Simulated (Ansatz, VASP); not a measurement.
Sc in VASP and in Ansatz

```
Sc
1.0
     3.30900    0.00000    0.00000
    -1.65450    2.86568    0.00000
     0.00000    0.00000    5.27330
Sc
2
Direct
  0.66667 0.33333 0.75000
  0.33333 0.66667 0.25000
```

Alike in both runs: functional BLYP; k mesh 9 × 9 × 5; occupations fermi-dirac, width 0.05 eV; no spin polarisation.

|  | VASP | Ansatz |
| --- | --- | --- |
| version | VASP 6.6.1 | Ansatz 0.2.0 |
| potentials or method | VASP PAW PBE potentials, release 64 (Sc_sv) | Ansatz PAW earlier set |
| plane-wave cutoff (eV) | 500 | 920 |
| valence electrons in the cell | 22 | 22 |
| task | single point | density of states |

VASP gave:

| Property | Result |
| --- | --- |
| gap on the k mesh at the Fermi level (eV) | none |
| pressure (GPa) | 0.0 |
| traceless stress, the component that is largest in VASP (GPa) | -1.18 |

Question: What did Ansatz give for the same quantities?

Answer: gap on the k mesh at the Fermi level (eV): none; pressure (GPa): 0.1; traceless stress, the component that is largest in VASP (GPa): -1.18.

VASP's potentials were made for PBE, not for BLYP. A gap of «none» marks a metal or a gap that the smearing closes. The functional is the same, so the differences come from potentials, cutoffs and numerics.
